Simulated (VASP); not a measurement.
# CuO (P1) in VASP: a series of runs

CuO is run at these levels: PBE; tasks: single point.

Everything below comes from runs of VASP 6.6.1. Logs are shortened: lines on timing, memory, paths and dates and some standing lists are left out, and cuts for length are marked.

## Step 1: The cell of the first run

The typed cell holds 4 atoms: a = 2.973 Å, b = 2.973 Å, c = 5.150 Å, α = 73.22°, β = 73.22°, γ = 60.00°.

## Step 2: Single point, PBE (9.29 Å³/atom)

File INCAR:

```
SYSTEM = CuO
PREC = Accurate
ENCUT = 520
EDIFF = 1E-6
ISMEAR = -1
SIGMA = 0.05
LREAL = .FALSE.
LASPH = .TRUE.
NELM = 100
ALGO = Normal
ISIF = 2
LWAVE = .FALSE.
LCHARG = .TRUE.
GGA = PE
LELF = .TRUE.
LVHAR = .TRUE.
NBANDS = 25
```

File KPOINTS:

```
Automatic mesh
0
G
  10 10 6
  0 0 0
```

File POSCAR:

```
CuO
1.0
    0.0000000000     -2.1023544713     -2.1023544713
   -2.1023544713      0.0000000000     -2.1023544713
    2.1023544713      2.1023544713     -4.2047089426
Cu O
2 2
Direct
    0.5038875400      0.4769880100      0.4880064000
    0.0038875400      0.9769880100      0.9880064000
    0.7461124600      0.7730119900      0.7619936000
    0.2461124600      0.2730119900      0.2619936000
```

Potentials or basis: VASP PAW PBE potentials, release 64 (Cu, O).

Started as:

```bash
$ cat potpaw_PBE.64/Cu/POTCAR potpaw_PBE.64/O/POTCAR > POTCAR
$ mpirun -np 1 vasp_std > vasp.out
```

OUTCAR:

```text
SYSTEM = CuO
   PREC = Accurate
   ENCUT = 520
   EDIFF = 1E-6
   ISMEAR = -1
   LREAL = .FALSE.
   LASPH = .TRUE.
   NELM = 100
   ISIF = 2
   GGA = PE

 ion  position               nearest neighbor table
   1  0.504  0.477  0.488-   4 1.92   4 2.04   3 2.07   4 2.16   3 2.18   3 2.29
   2  0.004  0.977  0.988-   3 1.92   3 2.04   4 2.07   3 2.16   4 2.18   4 2.29
   3  0.746  0.773  0.762-   2 1.92   2 2.04   1 2.07   2 2.16   1 2.18   1 2.29
   4  0.246  0.273  0.262-   1 1.92   1 2.04   2 2.07   1 2.16   2 2.18   2 2.29

  LATTYP: Found a trigonal (rhomboedric) cell.
 ALAT       =     5.1496957131
 COS(alpha) =     0.8333333333

  Lattice vectors:

 A1 = (   2.1023544713,   4.2047089426,  -2.1023544713)
 A2 = (   4.2047089426,   2.1023544713,  -2.1023544713)
 A3 = (   2.1023544713,   2.1023544713,  -4.2047089426)

Analysis of symmetry for initial positions (statically):
=====================================================================
 Subroutine PRICEL returns following result:

  LATTYP: Found a face centered cubic cell.
 ALAT       =     4.2047089426

  Lattice vectors:

 A1 = (   0.0000000000,  -2.1023544713,   2.1023544713)
 A2 = (   2.1023544713,  -2.1023544713,   0.0000000000)
 A3 = (   2.1023544713,   0.0000000000,   2.1023544713)

   2 primitive cells build up your supercell.

 Routine SETGRP: Setting up the symmetry group for a
 trigonal (rhombohedral) supercell.

 Subroutine GETGRP returns: Found  1 space group operations
 (whereof  1 operations were pure point group operations)
 out of a pool of 12 trial point group operations.

The static configuration has the point symmetry C_1 .

Analysis of symmetry for dynamics (positions and initial velocities):
=====================================================================
 Subroutine PRICEL returns following result:

  LATTYP: Found a face centered cubic cell.
 ALAT       =     4.2047089426

  Lattice vectors:

 A1 = (   0.0000000000,  -2.1023544713,   2.1023544713)
 A2 = (   2.1023544713,  -2.1023544713,   0.0000000000)
 A3 = (   2.1023544713,   0.0000000000,   2.1023544713)

   2 primitive cells build up your supercell.

 Routine SETGRP: Setting up the symmetry group for a
 trigonal (rhombohedral) supercell.

 Subroutine GETGRP returns: Found  1 space group operations
 (whereof  1 operations were pure point group operations)
 out of a pool of 12 trial point group operations.
[... 119 lines left out ...]
   LSORBIT =      F    spin-orbit coupling
   LASPH  =      T    aspherical Exc in radial PAW
   ENCUT  =  520.0 eV  38.22 Ry    6.18 a.u.   5.53  5.53  9.58*2*pi/ulx,y,z
   NELM   =    100;   NELMIN=  2; NELMDL= -5     # of ELM steps
   EDIFF  = 0.1E-05   stopping-criterion for ELM
   LREAL  =      F    real-space projection
   EDIFFG = 0.1E-04   stopping-criterion for IOM
   NSW    =      0    number of steps for IOM
   IBRION =     -1    ionic relax: 0-MD 1-quasi-New 2-CG
   NFREE  =      0    steps in history (QN), initial steepest desc. (CG)
   ISIF   =      2    stress and relaxation
   ISYM   =      2    0-nonsym 1-usesym 2-fastsym
   POTIM  = 0.5000    time-step for ionic-motion
   TEBEG  =    0.0;   TEEND  =   0.0 temperature during run
   PSTRESS=    0.0 pullay stress
   NELECT =      34.0000    total number of electrons
   NUPDOWN=      -1.0000    fix difference up-down
   EMIN   =  10.00;   EMAX   =-10.00  energy-range for DOS
   EFERMI =   0.00;   METHOD = LEGACY
   ISMEAR =    -1;   SIGMA  =   0.05  broadening in eV -4-tet -1-fermi 0-gaus
   EFERMI_NEDOS =   21; number of points for ismear=-14 and -15
   IALGO  =     38    algorithm
   IMIX   =      4    mixing-type and parameters
     AMIX     =   0.40;   BMIX     =  1.00
     AMIX_MAG =   1.60;   BMIX_MAG =  1.00
  volume/ion in A,a.u.               =       9.29        62.71
  Fermi-wavevector in a.u.,A,eV,Ry     =   1.589188  3.003129 34.361753  2.525518
  Thomas-Fermi vector in A             =   2.688076
   LORBIT       =      0    0 simple, 1 ext, 2 COOP (PROOUT), +10 PAW based schemes
   GGA     = PE    functional components
   LHFCALC =     F    Hartree Fock is set to
   AEXX    =    0.0000 exact exchange contribution
   IVDW    =     0    specifies the selected vdW correction
   LEPSILON=     F    determine dielectric tensor
   LRPA    =     F    only Hartree local field effects (RPA)
 non-spin polarized calculation
  energy-cutoff  :      520.00
  volume of cell :       37.17
 maximum number of plane-waves:      1033
 NGX is ok and might be reduce to    24
   NGX = 11   NGY = 11   NGZ = 19

 number of electron      33.9999983 magnetization

 Free energy of the ion-electron system (eV)
  ---------------------------------------------------
  ext. energy  EPLUGINS =         0.00000000
  ---------------------------------------------------
  free energy    TOTEN  =       -18.80036691 eV

  energy without entropy =      -18.77506651  energy(sigma->0) =      -18.78771671

 E-fermi :   6.5246     XC(G=0): -12.5286

 val. band max:        6.5195145345   @ k =  -0.3000   0.2000   0.5000
 cond. band min:       6.5250661092   @ k =  -0.4000   0.1000   0.1667
 fundamental gap:      0.0055515747
 Fermi energy:         6.5246272981

 k-point     1 :       0.0000    0.0000    0.0000
  band No.  band energies     occupation
      1     -13.2943      2.00000
      2     -11.9766      2.00000
      3      -1.1857      2.00000
      4       1.3321      2.00000
      5       1.5048      2.00000
      6       2.9155      2.00000
[... 661 lines left out ...]
     24      18.0137      0.00000
     25      20.5470      0.00000

 [... further k-points ...]

------------------------ aborting loop because EDIFF is reached ----------------------------------------

  FORCE on cell =-STRESS in cart. coord.  units (eV):
  Direction    XX          YY          ZZ          XY          YZ          ZX
  --------------------------------------------------------------------------------------
  -------------------------------------------------------------------------------------
  Total        1.6237238      1.8174894      3.6989458      0.0626062      0.2847863     -0.1897629
  in kB       69.9914379     78.3438018    159.4449374      2.6986722     12.2758560     -8.1798241
  external PRESSURE =     102.5933924 kB  Pullay stress =       0.0000000 kB

 VOLUME and BASIS-vectors are now :
 -----------------------------------------------------------------------------
  energy-cutoff  :      520.00
  volume of cell :       37.17
      direct lattice vectors                 reciprocal lattice vectors
     0.000000000 -2.102354471 -2.102354471     0.118914295 -0.356742885 -0.118914295
    -2.102354471  0.000000000 -2.102354471    -0.356742885  0.118914295 -0.118914295
     2.102354471  2.102354471 -4.204708943     0.118914295  0.118914295 -0.118914295

 POSITION                                       TOTAL-FORCE (eV/Angst)
 -----------------------------------------------------------------------------------
      0.02316     -0.03339     -4.11407        -0.251583      0.360329     -1.291673
      0.02316      2.06897     -6.21643        -0.251583      0.360329     -1.291673
     -0.02316      0.03339     -6.39770         0.251583     -0.360329      1.291673
     -0.02316      0.03339     -2.19299         0.251583     -0.360329      1.291673
 -----------------------------------------------------------------------------------
    total drift:                                0.000064     -0.000981     -0.000417

  FREE ENERGIE OF THE ION-ELECTRON SYSTEM (eV)
  ---------------------------------------------------
  free  energy   TOTEN  =       -18.8003669144 eV

  energy  without entropy=      -18.7750665111  energy(sigma->0) =      -18.78771671
```

OSZICAR:

```text
N       E                     dE             d eps       ncg     rms          rms(c)
DAV:   1     0.290978833629E+03    0.29098E+03   -0.16483E+04 16448   0.223E+03
DAV:   2     0.956952677892E+01   -0.28141E+03   -0.26060E+03 15639   0.405E+02
DAV:   3    -0.232320702310E+02   -0.32802E+02   -0.30899E+02 18409   0.151E+02
DAV:   4    -0.242872685624E+02   -0.10552E+01   -0.10469E+01 18601   0.294E+01
DAV:   5    -0.243050958860E+02   -0.17827E-01   -0.17822E-01 19166   0.338E+00    0.155E+01
DAV:   6    -0.212834386687E+02    0.30217E+01   -0.30111E+01 21269   0.133E+02    0.117E+01
DAV:   7    -0.187719063877E+02    0.25115E+01   -0.77448E+00 18414   0.104E+02    0.238E+00
DAV:   8    -0.188466462149E+02   -0.74740E-01   -0.12255E+00 17959   0.802E+00    0.155E+00
DAV:   9    -0.188120469936E+02    0.34599E-01   -0.67012E-02 25441   0.901E+00    0.831E-01
DAV:  10    -0.188004388201E+02    0.11608E-01   -0.23787E-02 24224   0.461E+00    0.303E-01
DAV:  11    -0.188002455445E+02    0.19328E-03   -0.69649E-03 17924   0.683E-01    0.557E-02
DAV:  12    -0.188003841513E+02   -0.13861E-03   -0.20312E-04 22468   0.200E-01    0.825E-02
DAV:  13    -0.188003644423E+02    0.19709E-04   -0.11408E-04 23157   0.243E-01    0.133E-02
DAV:  14    -0.188003668539E+02   -0.24117E-05   -0.36528E-05 18722   0.447E-02    0.339E-03
DAV:  15    -0.188003669144E+02   -0.60498E-07   -0.45078E-07  8791   0.133E-02
   1 F= -.18800367E+02 E0= -.18787717E+02  d E =-.253004E-01
```

It took 5.8 min on 1 thread of Intel Xeon 8259CL, shared host; peak memory 0.35 GiB.

Results:

| Item | Value |
| --- | --- |
| Free energy | -18.8004 eV |
| Pressure | 10.3 GPa |
| Largest force | 1.364 eV/Å |
| Band gap on the k mesh | zero (bands 17 and 18 overlap by 1.16 eV) |

Forces on the atoms (eV/Å):
```
Cu  -0.252  0.360 -1.292
Cu  -0.252  0.360 -1.292
O    0.252 -0.360  1.292
O    0.252 -0.360  1.292
```

Stress tensor (GPa, compression positive):
```
 7.00  0.27 -0.82
 0.27  7.83  1.23
-0.82  1.23 15.94
```

Caveat: the stress differs along the axes, from 7 to 16 GPa; semilocal functionals often make such compounds metallic where correlation or magnetic order opens a gap, which also shifts bond lengths; forces of over 1 eV/Å act on the atoms, so gaps and moduli don't describe the material at rest. With open d or f shells a metallic result of PBE can be an artefact of self-interaction; +U or a hybrid may open a gap.

## Step 3: Single point, PBE (atoms moved at random)

File INCAR:

```
SYSTEM = CuO
ALGO     = Normal         ! electronic algorithm
EDIFF    = 1E-7           ! SCF threshold, eV
ENCUT    = 520            ! plane-wave cutoff, eV
GGA      = PE             ! functional
ISIF     = 2              ! what is computed and relaxed
ISMEAR   = -1             ! smearing method
LASPH    = .TRUE.         ! aspherical terms in the spheres
LCHARG   = .FALSE.        ! write CHGCAR
LREAL    = .FALSE.        ! projectors in reciprocal space
LWAVE    = .FALSE.        ! write WAVECAR
NBANDS   = 25             ! bands
NELM     = 100            ! most SCF steps
PREC     = Accurate       ! precision mode
SIGMA    = 0.05           ! smearing width, eV
```

File KPOINTS:

```
k-points
0
G
  10 10 6
  0 0 0
```

File POSCAR:

```
CuO
1.0
    0.0000000000     -2.1165600000     -2.1165600000
   -2.1165600000      0.0000000000     -2.1165600000
    2.1165600000      2.1165600000     -4.2331200000
Cu O
2 2
Direct
    0.5053520000      0.4767290000      0.4906780000
    0.0255380000      0.9673820000      0.9850540000
    0.7468690000      0.7720510000      0.7607630000
    0.2676860000      0.2706830000      0.2606420000
```

Potentials or basis: VASP PAW PBE potentials, release 64 (Cu, O).

Started as:

```bash
$ cat potpaw_PBE.64/Cu/POTCAR potpaw_PBE.64/O/POTCAR > POTCAR
$ mpirun -np 1 vasp_std > vasp.out
```

It took 5.5 min on 1 thread of Intel Xeon 8259CL, shared host; peak memory 0.35 GiB.

The run converged. Its results:

```yaml
Free_energy: -18.8264 eV
Pressure: 6.3 GPa
Largest_force: 1.317 eV/Å
Band_gap_on_the_k_mesh: zero (bands 17 and 18 overlap by 1.12 eV)
```

Forces in eV/Å, atoms in the order of the input:
```
Cu  -0.357  0.085 -1.265
Cu  -0.192  0.603 -1.118
O    0.240 -0.336  1.166
O    0.309 -0.352  1.217
```

Stress tensor (GPa, compression positive):
```
 3.29  0.28 -0.88
 0.28  4.27  1.09
-0.88  1.09 11.45
```

Levels at points of the mesh, in eV from the Fermi level:
```tsv
k point	band 14	band 15	band 16	band 17	band 18	band 19	band 20	band 21
(0.00, 0.00, 0.00)	-1.54	-1.45	-1.15	0.51	0.67	1.40	5.90	9.44
(0.50, 0.00, 0.00)	-1.55	-0.78	-0.74	-0.31	-0.24	7.06	7.22	9.29
(0.00, 0.50, 0.00)	-1.50	-0.62	-0.61	-0.33	-0.25	7.14	7.17	9.43
(0.50, 0.50, 0.00)	-1.71	-1.57	-1.45	0.49	0.66	5.51	5.90	9.44
(0.00, 0.00, 0.50)	-1.86	-0.22	-0.15	-0.08	-0.01	4.12	4.22	11.95
(0.50, 0.00, 0.50)	-1.66	-1.49	-1.47	0.45	0.59	5.55	5.94	9.44
(0.00, 0.50, 0.50)	-1.65	-1.49	-1.41	0.70	0.73	5.56	5.83	9.43
(0.50, 0.50, 0.50)	-1.58	-0.79	-0.69	-0.45	-0.42	7.04	7.18	9.46
```

Caveat: the cell differs from its parent crystal (atoms moved at random); the stress differs along the axes, from 3 to 11 GPa; semilocal functionals often make such compounds metallic where correlation or magnetic order opens a gap, which also shifts bond lengths; forces of over 1 eV/Å act on the atoms, so gaps and moduli don't describe the material at rest.
